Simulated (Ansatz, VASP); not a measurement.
GaP: VASP beside Ansatz

```
Ga P
1.0
     0.00000    2.73103    2.73103
     2.73103    0.00000    2.73103
     2.73103    2.73103    0.00000
Ga P
1 1
Direct
  0.00000 0.00000 0.00000
  0.75000 0.75000 0.75000
```

Alike in both runs: task single point; functional PBEsol; k mesh 10 × 10 × 10; occupations gaussian, width 0.05 eV; no spin polarisation.

|  | VASP | Ansatz |
| --- | --- | --- |
| version | VASP 6.6.1 | Ansatz 0.2.0 |
| potentials or method | VASP PAW PBE potentials, release 64 (Ga_d, P), cutoff 520 eV | scalar-relativistic, plane waves, PAW |
| valence electrons in the cell | 18 | 18 |

|  | VASP | Ansatz | Ansatz less VASP |
| --- | --- | --- | --- |
| gap on the k mesh at the Fermi level (eV) | 1.49 | 1.49 | -0.001 |
| least direct gap on the mesh (eV) | 1.70 | 1.69 | -0.006 |
| pressure (GPa) | -1.2 | -1.1 | +0.08 |

VASP's potentials were made for PBE, not for PBEsol.
